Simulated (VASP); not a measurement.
# Al (Im-3m) in VASP: notebook

The runs below take Al through single point, with r2SCAN.

Everything below comes from runs of VASP 6.6.1. Logs are shortened: lines on timing, memory, paths and dates and some standing lists are left out, and cuts for length are marked.

### 1 The cell of the first run

The structure is cubic, space group Im-3m (No. 229). The conventional cell has a = 3.011 Å, b = 3.011 Å, c = 3.011 Å, α = 90.00°, β = 90.00°, γ = 90.00°. Al (site symmetry m-3m) has 14 Al at 2.61 to 3.01 Å within 3.4 Å.

### 2 Single point, r2SCAN

Input file POSCAR:

```
Al
1.0
    1.5055544599      1.5055544599      1.5055544599
   -1.5055544599      1.5055544599      1.5055544599
   -1.5055544599     -1.5055544599      1.5055544599
Al
1
Direct
    0.0000000000      0.0000000000      0.0000000000
```

Input file INCAR.step1:

```
SYSTEM = Al
PREC = Accurate ; ENCUT = 520
ISMEAR = 1 ; SIGMA = 0.1
LREAL = .False. ; LASPH = .True.
NELM = 60 ; NBANDS = 8
GGA = PE ; ALGO = Normal
EDIFF = 1E-4 ; LWAVE = .True.
LCHARG = .False.
```

Input file INCAR.step2:

```
SYSTEM = Al
PREC = Accurate ; ENCUT = 520
EDIFF = 1E-7 ; ISMEAR = 1
SIGMA = 0.1 ; LREAL = .False.
LASPH = .True. ; NELM = 60
ALGO = Normal ; ISIF = 2
LWAVE = .False. ; LCHARG = .True.
METAGGA = R2SCAN ; LMIXTAU = .True.
LELF = .True. ; LVHAR = .True.
NBANDS = 8 ; ISTART = 1
```

Input file KPOINTS:

```
Automatic mesh
0
Gamma
  10 10 10
  0 0 0
```

Potentials or basis: VASP PAW PBE potentials, release 64 (Al).

Run with:

```sh
> cat potpaw_PBE.64/Al/POTCAR > POTCAR
> cp INCAR.step1 INCAR
> mpirun -np 1 vasp_std > vasp.out
> cp INCAR.step2 INCAR
> mpirun -np 1 vasp_std > vasp.out
```

OUTCAR:

```text
SYSTEM = Al
   PREC = Accurate
   ENCUT = 520
   EDIFF = 1E-7
   ISMEAR = 1
   LREAL = .False.
   LASPH = .True.
   NELM = 60
   ISIF = 2
   METAGGA = R2SCAN
   ISTART = 1

 ion  position               nearest neighbor table
   1  0.000  0.000  0.000-

  LATTYP: Found a body centered cubic cell.
 ALAT       =     3.0111089198

  Lattice vectors:

 A1 = (   1.5055544599,  -1.5055544599,  -1.5055544599)
 A2 = (   1.5055544599,   1.5055544599,   1.5055544599)
 A3 = (  -1.5055544599,  -1.5055544599,   1.5055544599)

Analysis of symmetry for initial positions (statically):
=====================================================================
 Subroutine PRICEL returns:
 Original cell was already a primitive cell.

 Routine SETGRP: Setting up the symmetry group for a
 body centered cubic supercell.

 Subroutine GETGRP returns: Found 48 space group operations
 (whereof 48 operations were pure point group operations)
 out of a pool of 48 trial point group operations.

The static configuration has the point symmetry O_h .

Analysis of symmetry for dynamics (positions and initial velocities):
=====================================================================
 Subroutine PRICEL returns:
 Original cell was already a primitive cell.

 Routine SETGRP: Setting up the symmetry group for a
 body centered cubic supercell.

 Subroutine GETGRP returns: Found 48 space group operations
 (whereof 48 operations were pure point group operations)
 out of a pool of 48 trial point group operations.

The dynamic configuration has the point symmetry O_h .

 Subroutine INISYM returns: Found 48 space group operations
 (whereof 48 operations are pure point group operations),
 and found     1 'primitive' translations

----------------------------------------------------------------------------------------

                                     Primitive cell

  volume of cell :      13.6505

  direct lattice vectors                    reciprocal lattice vectors
     1.505554460  1.505554460  1.505554460     0.332103563  0.000000000  0.332103563
    -1.505554460  1.505554460  1.505554460    -0.332103563  0.332103563  0.000000000
    -1.505554460 -1.505554460  1.505554460     0.000000000 -0.332103563  0.332103563

  length of vectors
     2.607696818  2.607696818  2.607696818     0.469665363  0.469665363  0.469665363

  position of ions in fractional coordinates (direct lattice)
     0.000000000  0.000000000  0.000000000

  ion indices of the primitive-cell ions
   primitive index   ion index
                 1           1

----------------------------------------------------------------------------------------

 KPOINTS: Automatic mesh

Automatic generation of k-mesh.
 Grid dimensions read from file:
 generate k-points for:   10   10   10

 Generating k-lattice:

  Cartesian coordinates                     Fractional coordinates (reciprocal lattice)
     0.033210356  0.000000000  0.033210356     0.100000000  0.000000000  0.000000000
    -0.033210356  0.033210356  0.000000000     0.000000000  0.100000000  0.000000000
     0.000000000 -0.033210356  0.033210356     0.000000000  0.000000000  0.100000000

  Length of vectors
     0.046966536  0.046966536  0.046966536

  Shift w.r.t. Gamma in fractional coordinates (k-lattice)
     0.000000000  0.000000000  0.000000000

 Subroutine IBZKPT returns following result:
 ===========================================

 Found     47 irreducible k-points:

 Following reciprocal coordinates:
            Coordinates               Weight
  0.000000  0.000000  0.000000      1.000000
  0.100000  0.000000  0.000000     12.000000
  0.200000  0.000000  0.000000     12.000000
  0.300000  0.000000  0.000000     12.000000
  0.400000  0.000000  0.000000     12.000000
  0.500000  0.000000  0.000000      6.000000
[... 16 lines left out ...]
  0.100000  0.300000  0.100000      8.000000
  0.500000  0.300000  0.100000     24.000000
 [... further k-points ...]
   k-points           NKPTS =     47   k-points in BZ     NKDIM =     47   number of bands    NBANDS=      8
   number of dos      NEDOS =    301   number of ions     NIONS =      1
   total plane-waves  NPLWV =   8000
   dimension x,y,z NGX =    20 NGY =   20 NGZ =   20
   dimension x,y,z NGXF=    40 NGYF=   40 NGZF=   40
   ions per type =               1
   NGX,Y,Z   is equivalent  to a cutoff of  12.75, 12.75, 12.75 a.u.
   NGXF,Y,Z  is equivalent  to a cutoff of  25.50, 25.50, 25.50 a.u.
 SYSTEM =  Al
   PREC   = accura    normal or accurate (medium, high low for compatibility)
   ISTART =      1    job   : 0-new  1-cont  2-samecut
   ICHARG =      0    charge: 1-file 2-atom 10-const
   ISPIN  =      1    spin polarized calculation?
   LNONCOLLINEAR =      F non collinear calculations
   LSORBIT =      F    spin-orbit coupling
   LASPH  =      T    aspherical Exc in radial PAW
   ENCUT  =  520.0 eV  38.22 Ry    6.18 a.u.   4.85  4.85  4.85*2*pi/ulx,y,z
   NELM   =     60;   NELMIN=  2; NELMDL=  0     # of ELM steps
   EDIFF  = 0.1E-06   stopping-criterion for ELM
   LREAL  =      F    real-space projection
   EDIFFG = 0.1E-05   stopping-criterion for IOM
   NSW    =      0    number of steps for IOM
   IBRION =     -1    ionic relax: 0-MD 1-quasi-New 2-CG
   NFREE  =      0    steps in history (QN), initial steepest desc. (CG)
   ISIF   =      2    stress and relaxation
   ISYM   =      2    0-nonsym 1-usesym 2-fastsym
   POTIM  = 0.5000    time-step for ionic-motion
   TEBEG  =    0.0;   TEEND  =   0.0 temperature during run
   PSTRESS=    0.0 pullay stress
   NELECT =       3.0000    total number of electrons
   NUPDOWN=      -1.0000    fix difference up-down
   EMIN   =  10.00;   EMAX   =-10.00  energy-range for DOS
   EFERMI =   0.00;   METHOD = LEGACY
   ISMEAR =     1;   SIGMA  =   0.10  broadening in eV -4-tet -1-fermi 0-gaus
   EFERMI_NEDOS =   21; number of points for ismear=-14 and -15
   IALGO  =     38    algorithm
   IMIX   =      4    mixing-type and parameters
     AMIX     =   0.40;   BMIX     =  1.00
     AMIX_MAG =   1.60;   BMIX_MAG =  1.00
  volume/ion in A,a.u.               =      13.65        92.12
  Fermi-wavevector in a.u.,A,eV,Ry     =   0.987944  1.866943 13.279727  0.976032
  Thomas-Fermi vector in A             =   2.119434
   LORBIT       =      0    0 simple, 1 ext, 2 COOP (PROOUT), +10 PAW based schemes
   METAGGA = R2SCAN    functional components
   LHFCALC =     F    Hartree Fock is set to
   AEXX    =    0.0000 exact exchange contribution
   IVDW    =     0    specifies the selected vdW correction
   LEPSILON=     F    determine dielectric tensor
   LRPA    =     F    only Hartree local field effects (RPA)
 non-spin polarized calculation
 Methfessel and Paxton  Order N= 1 SIGMA  =   0.10
  energy-cutoff  :      520.00
  volume of cell :       13.65
 maximum number of plane-waves:       374
   NGX =  9   NGY =  9   NGZ =  9

 number of electron       3.0000000 magnetization

 Free energy of the ion-electron system (eV)
  ---------------------------------------------------
  ext. energy  EPLUGINS =         0.00000000
  ---------------------------------------------------
  free energy    TOTEN  =        -6.48939514 eV

  energy without entropy =       -6.48884995  energy(sigma->0) =       -6.48921341

 E-fermi :  10.1534     XC(G=0): -11.6347

 val. band max:       10.1320170518   @ k =   0.4000   0.2000   0.2000
 cond. band min:      10.2297303905   @ k =  -0.4000   0.3000  -0.0000
 fundamental gap:      0.0977133387
 Fermi energy:        10.1534144962

 k-point     1 :       0.0000    0.0000    0.0000
  band No.  band energies     occupation
      1      -3.1063      2.00000
      2      25.4367      0.00000
      3      25.4367      0.00000
      4      25.4367      0.00000
      5      29.0037      0.00000
      6      29.0037      0.00000
      7      29.3024      0.00000
      8      29.3024      0.00000

 k-point     2 :       0.1000    0.0000    0.0000
  band No.  band energies     occupation
      1      -2.7615      2.00000
      2      22.4654      0.00000
      3      24.1638      0.00000
      4      24.3554      0.00000
      5      26.8895      0.00000
      6      27.4341      0.00000
      7      29.6995      0.00000
      8      30.1652      0.00000

 k-point     3 :       0.2000    0.0000    0.0000
  band No.  band energies     occupation
      1      -1.7331      2.00000
      2      17.5922      0.00000
      3      22.1880      0.00000
      4      22.8079      0.00000
      5      24.8676      0.00000
      6      26.3592      0.00000
      7      30.6563      0.00000
      8      30.9395      0.00000

 k-point     4 :       0.3000    0.0000    0.0000
  band No.  band energies     occupation
      1      -0.0395      2.00000
      2      12.9940      0.00000
      3      20.6096      0.00000
      4      21.6188      0.00000
      5      23.3997      0.00000
      6      25.2952      0.00000
      7      32.1004      0.00000
      8      32.3653      0.00000

 k-point     5 :       0.4000    0.0000    0.0000
  band No.  band energies     occupation
      1       2.2819      2.00000
      2       8.9133      2.00000
      3      19.6311      0.00000
      4      20.8955      0.00000
      5      22.5179      0.00000
      6      24.5286      0.00000
      7      33.5367      0.00000
      8      34.6934      0.00000

 k-point     6 :       0.5000    0.0000    0.0000
  band No.  band energies     occupation
      1       4.6999      2.00000
      2       5.9080      2.00000
      3      19.3014      0.00000
      4      20.6539      0.00000
      5      22.2242      0.00000
      6      24.2533      0.00000
      7      34.4395      0.00000
      8      36.6862      0.00000

 k-point     7 :       0.2000    0.1000    0.0000
  band No.  band energies     occupation
      1      -2.0749      2.00000
      2      19.8516      0.00000
      3      20.6057      0.00000
      4      23.2658      0.00000
      5      26.3929      0.00000
      6      27.3973      0.00000
      7      30.3652      0.00000
      8      30.6299      0.00000

 k-point     8 :       0.3000    0.1000    0.0000
  band No.  band energies     occupation
      1      -0.7138      2.00000
      2      15.3991      0.00000
      3      18.5394      0.00000
      4      21.7925      0.00000
      5      25.2907      0.00000
      6      27.5489      0.00000
      7      29.9589      0.00000
      8      33.1367      0.00000

 k-point     9 :       0.4000    0.1000    0.0000
  band No.  band energies     occupation
      1       1.2959      2.00000
      2      11.0946     -0.00000
      3      17.2874      0.00000
      4      20.7260      0.00000
      5      24.2206      0.00000
      6      27.2648      0.00000
      7      30.8838      0.00000
      8      35.2208      0.00000

 k-point    10 :       0.5000    0.1000   -0.0000
  band No.  band energies     occupation
      1       3.8790      2.00000
      2       7.3506      2.00000
      3      16.6597      0.00000
      4      20.1790      0.00000
      5      23.6482      0.00000
      6      26.8946      0.00000
      7      32.6291      0.00000
      8      35.6574      0.00000
[... 78 lines left out ...]
 k-point    18 :       0.4000    0.1000    0.1000
  band No.  band energies     occupation
      1       2.6112      2.00000
      2       9.2224      2.00000
      3      17.5204      0.00000
      4      20.4679      0.00000
      5      23.6135      0.00000
      6      26.4376      0.00000
      7      29.3036      0.00000
      8      34.6758      0.00000

 k-point    19 :       0.5000    0.1000    0.1000
  band No.  band energies     occupation
      1       5.0164      2.00000
      2       6.2346      2.00000
      3      17.2219      0.00000
      4      20.1732      0.00000
      5      23.3467      0.00000
      6      26.4176      0.00000
      7      30.4211      0.00000
      8      33.1589      0.00000

 k-point    20 :       0.3000    0.2000    0.1000
  band No.  band energies     occupation
      1      -0.0388      2.00000
      2      15.4863      0.00000
      3      16.6117      0.00000
      4      22.0241      0.00000
      5      24.0659      0.00000
      6      25.3949      0.00000
      7      31.8119      0.00000
      8      32.3119      0.00000

 k-point    21 :       0.4000    0.2000    0.1000
  band No.  band energies     occupation
      1       1.9593      2.00000
      2      11.6451     -0.00000
      3      15.0101      0.00000
      4      21.5931      0.00000
      5      24.0070      0.00000
      6      25.3544      0.00000
      7      30.7570      0.00000
      8      34.0454      0.00000

 k-point    22 :       0.5000    0.2000    0.1000
  band No.  band energies     occupation
      1       4.5247      2.00000
      2       7.9714      2.00000
      3      14.3552      0.00000
      4      21.1328      0.00000
      5      23.6339      0.00000
      6      27.0932      0.00000
      7      29.2235      0.00000
      8      32.8533      0.00000

 k-point    23 :       0.1000    0.3000    0.1000
  band No.  band energies     occupation
      1      -1.0527      2.00000
      2      17.6726      0.00000
      3      17.6726      0.00000
      4      19.7753      0.00000
      5      29.2924      0.00000
      6      29.2924      0.00000
      7      30.9044      0.00000
      8      30.9044      0.00000

 k-point    24 :       0.5000    0.3000    0.1000
  band No.  band energies     occupation
      1       4.2314      2.00000
      2      10.0900      1.86960
      3      11.7081     -0.00000
      4      22.9483      0.00000
      5      23.3000      0.00000
      6      25.0078      0.00000
      7      29.8784      0.00000
      8      35.6056      0.00000

 [... further k-points ...]
[... 5 lines left out ...]
  --------------------------------------------------------------------------------------
  -------------------------------------------------------------------------------------
  Total        1.6539826      1.6539826      1.6539826      0.0000000     -0.0000000      0.0000000
  in kB      194.1297606    194.1297606    194.1297606      0.0000000     -0.0000000      0.0000000
  external PRESSURE =     194.1297606 kB  Pullay stress =       0.0000000 kB

 VOLUME and BASIS-vectors are now :
 -----------------------------------------------------------------------------
  energy-cutoff  :      520.00
  volume of cell :       13.65
      direct lattice vectors                 reciprocal lattice vectors
     1.505554460  1.505554460  1.505554460     0.332103563  0.000000000  0.332103563
    -1.505554460  1.505554460  1.505554460    -0.332103563  0.332103563  0.000000000
    -1.505554460 -1.505554460  1.505554460     0.000000000 -0.332103563  0.332103563

 POSITION                                       TOTAL-FORCE (eV/Angst)
 -----------------------------------------------------------------------------------
      0.00000      0.00000      0.00000         0.000000     -0.000000      0.000000
 -----------------------------------------------------------------------------------
    total drift:                               -0.000000     -0.000000      0.000000

  FREE ENERGIE OF THE ION-ELECTRON SYSTEM (eV)
  ---------------------------------------------------
  free  energy   TOTEN  =        -6.4893951372 eV

  energy  without entropy=       -6.4888499488  energy(sigma->0) =       -6.48921341
```

It took 11 s on 1 thread of Intel Xeon 6975P-C (Granite Rapids), shared host; peak memory 0.12 GiB.

What came out:

```
Free energy : -6.4894 eV
Pressure    : 19.4 GPa
```

Caveat: the PAW data sets were made with another functional, which shifts forces and pressure a little.

### 3 Single point, r2SCAN

This run uses another cell than the first one, of 14.80 Å³/atom, 1.084 times its volume.

Input file POSCAR:

```
Al
1.0
    1.5467836387      1.5467836387      1.5467836387
   -1.5467836387      1.5467836387      1.5467836387
   -1.5467836387     -1.5467836387      1.5467836387
Al
1
Direct
    0.0000000000      0.0000000000      0.0000000000
```

Input file INCAR.step1:

```
PREC = Accurate ; ENCUT = 520
ISMEAR = 1 ; SIGMA = 0.1
LREAL = False ; LASPH = True
NELM = 100 ; NBANDS = 8
GGA = PE ; ALGO = Normal
EDIFF = 1E-4 ; LWAVE = True
LCHARG = False
```

Input file INCAR.step2:

```
PREC = Accurate ; ENCUT = 520
EDIFF = 1E-7 ; ISMEAR = 1
SIGMA = 0.1 ; LREAL = False
LASPH = True ; NELM = 100
ALGO = Normal ; ISIF = 2
LWAVE = False ; LCHARG = False
METAGGA = R2SCAN ; LMIXTAU = True
NBANDS = 8 ; ISTART = 1
```

Input file KPOINTS:

```
regular mesh
0
Gamma
  10 10 10
```

Potentials or basis: VASP PAW PBE potentials, release 64 (Al).

Run with:

```sh
> cat potpaw_PBE.64/Al/POTCAR > POTCAR
> cp INCAR.step1 INCAR
> mpirun -np 1 vasp_std > vasp.out
> cp INCAR.step2 INCAR
> mpirun -np 1 vasp_std > vasp.out
```

It took 11 s on 1 thread of Intel Xeon 6975P-C (Granite Rapids), shared host; peak memory 0.12 GiB.

The run converged. Its results:

* Free energy: -6.5911 eV
* Pressure: 9.7 GPa

Levels at points of the mesh, in eV from the Fermi level:
| k point | band 1 | band 2 | band 3 | band 4 | band 5 | band 6 |
| --- | --- | --- | --- | --- | --- | --- |
| (0.00, 0.00, 0.00) | -12.62 | 14.77 | 14.77 | 14.77 | 17.73 | 17.73 |
| (0.50, 0.00, 0.00) | -5.10 | -4.10 | 8.98 | 9.78 | 11.48 | 13.31 |
| (0.50, 0.50, 0.50) | 2.26 | 2.26 | 2.26 | 2.82 | 2.82 | 7.98 |

Caveat: the PAW data sets were made with another functional, which shifts forces and pressure a little.

[end of part 1 of 2]
